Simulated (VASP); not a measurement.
# W (I4/mmm) in VASP: notebook, part 2 of 2

VASP 6.6.1.

## (3) Single point, PBE (strain -0.050 along x and y, -0.025 along z)

Input file INCAR:

```
SYSTEM = W
PREC     = Accurate       ! precision mode
ENCUT    = 520            ! plane-wave cutoff, eV
EDIFF    = 1E-6           ! SCF threshold, eV
ISMEAR   = -1             ! smearing method
SIGMA    = 0.4            ! smearing width, eV
LREAL    = .False.        ! projectors in reciprocal space
LASPH    = .True.         ! aspherical terms in the spheres
NELM     = 60             ! most SCF steps
ALGO     = Normal         ! electronic algorithm
ISIF     = 2              ! what is computed and relaxed
LWAVE    = .False.        ! write WAVECAR
LCHARG   = .False.        ! write CHGCAR
GGA      = PE             ! functional
NBANDS   = 13             ! bands
```

Input file KPOINTS:

```
regular mesh
0
Gamma
  20 20 20
  0 0 0
```

Input file POSCAR:

```
W
1.0
   -1.5174350000      1.5174350000      1.5573675000
    1.5174350000     -1.5174350000      1.5573675000
    1.5174350000      1.5174350000     -1.5573675000
W
1
Direct
    0.0000000000      0.0000000000      0.0000000000
```

Potentials or basis: VASP PAW PBE potentials, release 64 (W_sv).

The run is started by

```bash
cat potpaw_PBE.64/W_sv/POTCAR > POTCAR
mpirun -np 1 vasp_std > vasp.out
```

OUTCAR:

```text
SYSTEM = W
   PREC = Accurate
   ENCUT = 520
   EDIFF = 1E-6
   ISMEAR = -1
   LREAL = .False.
   LASPH = .True.
   NELM = 60
   ISIF = 2
   GGA = PE

 ion  position               nearest neighbor table
   1  0.000  0.000  0.000-

  LATTYP: Found a body centered tetragonal cell.
 ALAT       =     3.0348700000
 C/A-ratio  =     1.0263157895

  Lattice vectors:

 A1 = (  -1.5174350000,   1.5174350000,   1.5573675000)
[... 553 lines left out ...]
      3     -24.8928      2.00000
      4     -24.5071      2.00000
      5       6.1128      2.00000
      6       9.6003      1.99948
      7      11.2080      1.97127
      8      14.8486      0.01519
      9      16.1415      0.00060
     10      16.8018      0.00012
     11      26.9761      0.00000
     12      28.7546      0.00000
     13      35.2159      0.00000

 [... further k-points ...]
[... 5 lines left out ...]
  --------------------------------------------------------------------------------------
  -------------------------------------------------------------------------------------
  Total        4.5366359      4.5366359      3.6981232      0.0000000     -0.0000000      0.0000000
  in kB      506.7260294    506.7260294    413.0671534      0.0000000     -0.0000000      0.0000000
  external PRESSURE =     475.5064041 kB  Pullay stress =       0.0000000 kB

 VOLUME and BASIS-vectors are now :
 -----------------------------------------------------------------------------
  energy-cutoff  :      520.00
  volume of cell :       14.34
      direct lattice vectors                 reciprocal lattice vectors
    -1.517435000  1.517435000  1.557367500     0.000000000  0.329503405  0.321054600
     1.517435000 -1.517435000  1.557367500     0.329503405  0.000000000  0.321054600
     1.517435000  1.517435000 -1.557367500     0.329503405  0.329503405  0.000000000

 POSITION                                       TOTAL-FORCE (eV/Angst)
 -----------------------------------------------------------------------------------
      0.00000      0.00000      0.00000        -0.000000      0.000000     -0.000000
 -----------------------------------------------------------------------------------
    total drift:                                0.000000     -0.000000      0.000000

  FREE ENERGIE OF THE ION-ELECTRON SYSTEM (eV)
  ---------------------------------------------------
  free  energy   TOTEN  =       -12.8355194877 eV

  energy  without entropy=      -12.5571270003  energy(sigma->0) =      -12.69632324
```

OSZICAR:

```text
N       E                     dE             d eps       ncg     rms          rms(c)
DAV:   1     0.836215051547E+02    0.83622E+02   -0.74555E+03 16822   0.125E+03
DAV:   2    -0.118016523715E+02   -0.95423E+02   -0.91640E+02 18651   0.318E+02
DAV:   3    -0.133550283268E+02   -0.15534E+01   -0.15485E+01 18256   0.392E+01
DAV:   4    -0.133604587821E+02   -0.54305E-02   -0.54303E-02 18721   0.256E+00
DAV:   5    -0.133604970787E+02   -0.38297E-04   -0.38297E-04 18536   0.202E-01    0.251E+01
DAV:   6    -0.129584130398E+02    0.40208E+00   -0.29787E-01 17606   0.757E+00    0.111E+01
DAV:   7    -0.128392610992E+02    0.11915E+00   -0.18366E-01 18766   0.568E+00    0.452E-01
DAV:   8    -0.128355143395E+02    0.37468E-02   -0.45381E-03 16966   0.907E-01    0.466E-02
DAV:   9    -0.128355260234E+02   -0.11684E-04   -0.50864E-05 19477   0.905E-02    0.490E-02
DAV:  10    -0.128355193928E+02    0.66305E-05   -0.14921E-05 18361   0.556E-02    0.286E-03
DAV:  11    -0.128355194877E+02   -0.94867E-07   -0.22944E-07 11513   0.585E-03
   1 F= -.12835519E+02 E0= -.12696323E+02  d E =-.278392E+00
```

stdout:

```text
POSCAR found type information on POSCAR W
 POSCAR found :  1 types and       1 ions
 scaLAPACK will be used
 LDA part: xc-table for (Slater+PW92), standard interpolation
 POSCAR, INCAR and KPOINTS ok, starting setup
 FFT: planning ... GRIDC
 FFT: planning ... GRID_SOFT
 FFT: planning ... GRID
 WAVECAR not read
 entering main loop
```

Run time: 1.7 min. Hardware: 1 thread of Intel Xeon Platinum 8175M at 2.50GHz (Skylake/Cascade Lake), shared host; peak memory 0.22 GiB.

What came out:

* Free energy: -12.8355 eV
* Pressure: 47.6 GPa
* Band gap on the k mesh: zero (band 7 reaches 18.81 eV, above the bottom of band 8 at 11.76 eV)

Stress tensor (GPa, compression positive):
```
50.67  0.00  0.00
 0.00 50.67  0.00
 0.00  0.00 41.31
```

Levels at points of the mesh, in eV from the Fermi level:
| k point | band 5 | band 6 | band 7 | band 8 | band 9 | band 10 |
| --- | --- | --- | --- | --- | --- | --- |
| (0.00, 0.00, 0.00) | -10.13 | -1.47 | -1.47 | -1.09 | 2.28 | 2.81 |
| (0.50, 0.00, 0.00) | -6.90 | -3.89 | 1.07 | 2.29 | 3.62 | 7.13 |
| (0.50, 0.50, 0.00) | -6.92 | -4.29 | 1.30 | 2.88 | 3.82 | 7.23 |
| (0.50, 0.50, 0.50) | -6.69 | -6.60 | 5.91 | 6.04 | 6.04 | 8.70 |

Caveat: the cell differs from its parent crystal (strain -0.050 along x and y, -0.025 along z); spin-orbit coupling is left out, which moves the levels of the heavy elements.

## (4) Single point, PBE (strain -0.050 along x and y, +0.000 along z)

Input file INCAR:

```
SYSTEM = W
PREC = Accurate
ENCUT = 520
EDIFF = 1E-6
ISMEAR = -1
SIGMA = 0.4
LREAL = .FALSE.
LASPH = .TRUE.
NELM = 60
ALGO = Fast
ISIF = 2
LWAVE = .FALSE.
LCHARG = .TRUE.
GGA = PE
LELF = .TRUE.
LVHAR = .TRUE.
NBANDS = 13
```

Input file KPOINTS:

```
Automatic mesh
0
G
  20 20 20
  0 0 0
```

Input file POSCAR:

```
W
1.0
   -1.5174350000      1.5174350000      1.5973000000
    1.5174350000     -1.5174350000      1.5973000000
    1.5174350000      1.5174350000     -1.5973000000
W
1
Direct
    0.0000000000      0.0000000000      0.0000000000
```

The run is started by

```bash
cat potpaw_PBE.64/W_sv/POTCAR > POTCAR
mpirun -np 1 vasp_std > vasp.out
```

It took 2.3 min on 1 thread of Intel Xeon Platinum 8175M at 2.50GHz (Skylake/Cascade Lake), shared host; peak memory 0.22 GiB.

Results (log left out):

```
Free energy            : -12.9117 eV
Pressure               : 36.3 GPa
Band gap on the k mesh : zero (band 7 reaches 18.15 eV, above the bottom of band 8 at 11.54 eV)
```

Stress tensor (GPa, compression positive):
```
41.72  0.00  0.00
 0.00 41.72  0.00
 0.00  0.00 25.37
```

Levels at points of the mesh, in eV from the Fermi level:
```tsv
k point	band 3	band 4	band 5	band 6	band 7	band 8	band 9	band 10	band 11	band 12
(0.00, 0.00, 0.00)	-37.43	-37.43	-9.98	-1.50	-1.50	-0.78	1.98	2.97	14.09	15.11
(0.50, 0.00, 0.00)	-37.93	-37.44	-6.71	-3.61	0.90	1.93	3.59	6.83	11.80	12.28
(0.50, 0.50, 0.00)	-38.02	-37.50	-6.73	-4.35	1.34	3.12	3.89	7.04	11.66	12.74
(0.50, 0.50, 0.50)	-38.51	-38.51	-6.48	-6.31	5.65	5.90	5.90	8.03	9.42	9.42
```

Caveat: the cell differs from its parent crystal (strain -0.050 along x and y, +0.000 along z); spin-orbit coupling is left out, which moves the levels of the heavy elements.

## (5) Single point, PBE (strain -0.025 along x and y, -0.050 along z)

Input file INCAR:

```
  ALGO = Fast
  EDIFF = 1E-6
  ENCUT = 520
  GGA = PE
  ISIF = 2
  ISMEAR = -1
  LASPH = T
  LCHARG = T
  LELF = T
  LREAL = F
  LVHAR = T
  LWAVE = F
  NBANDS = 13
  NELM = 100
  PREC = Accurate
  SIGMA = 0.4
```

Input file KPOINTS:

```
k-points
0
Gamma
  20 20 20
```

Input file POSCAR:

```
W
1.0
   -1.5573675000      1.5573675000      1.5174350000
    1.5573675000     -1.5573675000      1.5174350000
    1.5573675000      1.5573675000     -1.5174350000
W
1
Direct
    0.0000000000      0.0000000000      0.0000000000
```

The run is started by

```bash
cat potpaw_PBE.64/W_sv/POTCAR > POTCAR
mpirun -np 1 vasp_std > vasp.out
```

Wall time 2.2 min (1 thread of Intel Xeon Platinum 8175M at 2.50GHz (Skylake/Cascade Lake), shared host); peak memory 0.22 GiB.

It converged, with:

```
Free energy            : -12.9331 eV
Pressure               : 35.6 GPa
Band gap on the k mesh : zero (band 7 reaches 18.25 eV, above the bottom of band 8 at 11.28 eV)
```

Stress tensor (GPa, compression positive):
```
32.52  0.00  0.00
 0.00 32.52  0.00
 0.00  0.00 41.78
```

Levels at points of the mesh, in eV from the Fermi level:
```tsv
k point	band 3	band 4	band 5	band 6	band 7	band 8	band 9	band 10	band 11	band 12
(0.00, 0.00, 0.00)	-37.45	-37.44	-9.98	-1.54	-1.16	-1.16	2.23	2.76	14.56	14.56
(0.50, 0.00, 0.00)	-37.99	-37.47	-6.72	-4.00	1.11	2.56	3.69	6.94	11.70	12.49
(0.50, 0.50, 0.00)	-37.94	-37.44	-6.71	-3.61	0.88	2.11	3.36	6.86	11.79	12.27
(0.50, 0.50, 0.50)	-38.61	-38.52	-6.44	-6.36	5.76	5.76	5.89	8.70	8.70	9.42
```

Caveat: the cell differs from its parent crystal (strain -0.025 along x and y, -0.050 along z); spin-orbit coupling is left out, which moves the levels of the heavy elements.

## (6) Overview

```tsv
cell	gap on the mesh (eV)	pressure (GPa)
a = 2.882 Å, angles 108.8, 108.8, 110.8°, 1 atom	none	-28.1
a = 2.652 Å, angles 110.2, 110.2, 108.1°, 1 atom	none	47.6
a = 2.675 Å, angles 110.9, 110.9, 106.7°, 1 atom	none	36.3
a = 2.675 Å, angles 108.8, 108.8, 110.9°, 1 atom	none	35.6
```

Alike in all rows: task single point; level PBE; potentials or basis VASP PAW PBE potentials, release 64 (W_sv); no spin polarisation; k mesh 20 × 20 × 20; cutoff (eV) 520; smearing fermi-dirac 0.4 eV.

Caveats: spin-orbit coupling is left out, which moves the levels of the heavy elements.

Total energies depend on the potentials used, so only differences within one code and one set of settings carry meaning.
